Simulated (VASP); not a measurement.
A run of VASP 6.6.1:

INCAR

```
SYSTEM = CsH
ALGO = Normal
EDIFF = 1E-8
ENCUT = 520
IBRION = 6
ISIF = 2
ISMEAR = 0
LASPH = .True.
LCHARG = .False.
LMIXTAU = .True.
LREAL = .False.
LWAVE = .False.
METAGGA = R2SCAN
NBANDS = 12
NELM = 100
NFREE = 2
NSW = 1
POTIM = 0.015
PREC = Accurate
SIGMA = 0.01
```

The input KPOINTS:

```
k-points
0
Gamma
  6 6 6
  0 0 0
```

The input POSCAR:

```
CsH
1.0
    2.6541929750      2.6541929750      0.0000000000
   -2.6541929750      2.6541929750      0.0000000000
    0.0000000000      2.6541929750      2.6541929750
Cs H
1 1
Direct
    0.0000000000      0.0000000000      0.0000000000
    0.5000000000      0.5000000000      0.0000000000
```

Potentials or basis: VASP PAW PBE potentials, release 64 (Cs_sv, H).

The run is started by

```console
$ cat potpaw_PBE.64/Cs_sv/POTCAR potpaw_PBE.64/H/POTCAR > POTCAR
$ mpirun -np 1 vasp_std > vasp.out
```

Hardware: 1 thread of Intel(R) Xeon(R) Platinum 8488C (Sapphire Rapids), with other jobs on the host.

Question: How long does it take, and how much memory?

Answer: Wall time 2.7 min on 1 thread of Intel(R) Xeon(R) Platinum 8488C (Sapphire Rapids), with other jobs on the host, peak memory 0.18 GiB. Counts: scf iterations 65, k points 16.
